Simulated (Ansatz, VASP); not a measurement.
# AgRuC4N4 in VASP and in Ansatz

INCAR

```
PREC = Accurate
ENCUT = 520
EDIFF = 1E-6
ISMEAR = 0
SIGMA = 0.1
LREAL = F
LASPH = T
NELM = 150
ALGO = Normal
ISIF = 2
LWAVE = F
LCHARG = F
ISPIN = 2
MAGMOM = 0 1 0 0 0 0 0 0 0 0
LORBIT = 11
LMAXMIX = 4
GGA = PE
NBANDS = 46
```

The input KPOINTS:

```
regular mesh
0
Gamma
  4 4 4
```

POSCAR

```
AgRuC4N4
1.0
    5.9882769900      0.0000000000      0.0000000000
    0.0000000000      5.9882769900      0.0000000000
    0.0000000000      0.0000000000      5.9882769900
Ag Ru C N
1 1 4 4
Direct
    0.5000000000      0.5000000000      0.5000000000
    0.0000000000      0.0000000000      0.0000000000
    0.1827998500      0.1827998500      0.1827998500
    0.1827998500      0.8172001500      0.8172001500
    0.8172001500      0.1827998500      0.8172001500
    0.8172001500      0.8172001500      0.1827998500
    0.2956035500      0.2956035500      0.2956035500
    0.2956035500      0.7043964500      0.7043964500
    0.7043964500      0.2956035500      0.7043964500
    0.7043964500      0.7043964500      0.2956035500
```

Input for Ansatz:

```yaml
crystal:
  lattice:
    - [5.98827699, 0.0, 0.0]
    - [0.0, 5.98827699, 0.0]
    - [0.0, 0.0, 5.98827699]
  atoms:
    - { symbol: Ag, position: [0.5, 0.5, 0.5] }
    - { symbol: Ru, position: [0.0, 0.0, 0.0], spin: 1.0 }
    - { symbol: C, position: [0.18279985, 0.18279985, 0.18279985] }
    - { symbol: C, position: [0.18279985, 0.81720015, 0.81720015] }
    - { symbol: C, position: [0.81720015, 0.18279985, 0.81720015] }
    - { symbol: C, position: [0.81720015, 0.81720015, 0.18279985] }
    - { symbol: "N", position: [0.29560355, 0.29560355, 0.29560355] }
    - { symbol: "N", position: [0.29560355, 0.70439645, 0.70439645] }
    - { symbol: "N", position: [0.70439645, 0.29560355, 0.70439645] }
    - { symbol: "N", position: [0.70439645, 0.70439645, 0.29560355] }
basis:
  ecutwfc: 420
kpoints:
  mp_grid: { grid: [4, 4, 4] }
hamiltonian:
  xc: pbe
scf:
  occupations: { method: gaussian, width: 0.1 }
  lower_state_search: "off"
output:
  forces: true
  stress: true
  eigenvalues: true
  populations: true
magnetization:
  spin_polarized: true
```

Alike in both runs: task single point; functional PBE; k mesh 4 × 4 × 4; occupations gaussian, width 0.1 eV; collinear spin.

|  | VASP | Ansatz |
| --- | --- | --- |
| version | VASP 6.6.1 | Ansatz 0.2.0 |
| potentials or method | VASP PAW PBE potentials, release 64 (Ag, Ru_pv, C, N), cutoff 520 eV | scalar-relativistic, plane waves, PAW |
| valence electrons in the cell | 61 | 71 |

```tsv
	VASP	Ansatz	Ansatz less VASP
gap on the k mesh at the Fermi level (eV)	none	none	-
pressure (GPa)	4.4	4.1	-0.28
rms of the force components (eV/Å)	0.284	0.115	-0.1689
net moment per atom (μB)	0.10	0.10	0.000
size of the moment on the site where the two differ most (μB)	0.44	0.28	-0.155
```

Site moments also hang on the region over which each program counts them. Atom by atom the forces differ by 0.197 eV/Å (rms over components). A gap of «none» marks a metal or a gap that the smearing closes. One of these differences is far larger than is usual between the two programs; its cause wasn't traced. VASP's potentials hold 61 valence electrons a cell and Ansatz's 71, so a difference there can come from the potentials and not from the codes.

Noted on VASP's run: the standard files for N, O and F lose accuracy on very short bonds.
